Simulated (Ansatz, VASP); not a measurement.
**One calculation of Yb, two programs**

```xyz
1
Lattice="0.0000 2.6118 2.8991 2.6118 0.0000 2.8991 2.6118 2.6118 0.0000" Properties=species:S:1:pos:R:3 pbc="T T T"
Yb    0.0000    0.0000    0.0000
```

Change from the starting cell: engineering shear strain xz +0.0000, normal strain along z +0.1100.

Alike in both runs: task single point; functional PBE; k mesh 14 × 14 × 14; occupations gaussian, width 0.15 eV; no spin polarisation.

```csv
,VASP,Ansatz
version,VASP 6.6.1,Ansatz 0.2.0
potentials or method,"VASP PAW PBE potentials, release 64 (Yb), cutoff 520 eV","scalar-relativistic, plane waves, PAW"
valence electrons in the cell,24,24
```

|  | VASP | Ansatz | Ansatz less VASP |
| --- | --- | --- | --- |
| gap on the k mesh at the Fermi level (eV) | none | none | - |
| pressure (GPa) | -2.1 | -1.7 | +0.42 |
| traceless stress, the component that is largest in VASP (GPa) | -1.01 | -0.99 | +0.028 |

A gap of «none» marks a metal or a gap that the smearing closes.

Neither program's run includes spin-orbit coupling.
